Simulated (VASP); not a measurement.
A run of VASP 6.6.1 is set up as follows.

INCAR

```
SYSTEM = HfN
PREC     = Accurate       ! precision mode
ENCUT    = 520            ! plane-wave cutoff, eV
EDIFF    = 1E-7           ! SCF threshold, eV
ISMEAR   = 0              ! smearing method
SIGMA    = 0.1            ! smearing width, eV
LREAL    = .False.        ! projectors in reciprocal space
LASPH    = .True.         ! aspherical terms in the spheres
NELM     = 60             ! most SCF steps
ALGO     = Normal         ! electronic algorithm
ISIF     = 2              ! what is computed and relaxed
LWAVE    = .False.        ! write WAVECAR
LCHARG   = .False.        ! write CHGCAR
GGA      = PS             ! functional
NBANDS   = 14             ! bands
```

The input KPOINTS:

```
regular mesh
0
Gamma
  11 11 16
  0 0 0
```

Contents of POSCAR:

```
HfN
1.0
    3.2733712079     -0.0000001740      0.0010671725
   -0.0000001740      3.2733712079      0.0010671725
    1.6373950849      1.6373950849      2.2278998568
Hf N
1 1
Direct
    0.0000000000      0.0000000000      0.0000000000
    0.5000000000      0.5000000000      0.0000000000
```

Potentials or basis: VASP PAW PBE potentials, release 64 (Hf_pv, N).

Command:

```console
$ cat potpaw_PBE.64/Hf_pv/POTCAR potpaw_PBE.64/N/POTCAR > POTCAR
$ mpirun -np 1 vasp_std > vasp.out
```

Predict the pressure.

-12.9 GPa.

Stress tensor (GPa, compression positive):
```
-18.21  -0.12  -0.01
 -0.12 -18.21  -0.01
 -0.01  -0.01  -2.14
```

Caveat: the PAW data sets were made with another functional, which shifts forces and pressure a little.
